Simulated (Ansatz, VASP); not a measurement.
Two plane-wave programs on Ga

```
Ga
1.0
     5.01193    0.00000    0.00000
    -2.50597    4.34046    0.00000
     0.00000    0.00000    3.07253
Ga
3
Direct
  0.00000 0.00000 0.00000
  0.33333 0.66667 0.50000
  0.66667 0.33333 0.50000
```

Alike in both runs: task single point; functional r2SCAN; k mesh 6 × 6 × 6; occupations gaussian, width 0.1 eV; no spin polarisation.

|  | VASP | Ansatz |
| --- | --- | --- |
| version | VASP 6.6.1 | Ansatz 0.2.0 |
| potentials or method | VASP PAW PBE potentials, release 64 (Ga_d), cutoff 520 eV | scalar-relativistic, plane waves, PAW |
| valence electrons in the cell | 39 | 39 |

|  | VASP | Ansatz | Ansatz less VASP |
| --- | --- | --- | --- |
| gap on the k mesh at the Fermi level (eV) | none | none | - |
| pressure (GPa) | -6.9 | -7.0 | -0.06 |
| traceless stress, the component that is largest in VASP (GPa) | -0.68 | -0.68 | 0.000 |

VASP's potentials were made for PBE, not for r2SCAN. A gap of «none» marks a metal or a gap that the smearing closes. With one functional, cell and mesh, what is left measures potentials, basis and numerics.
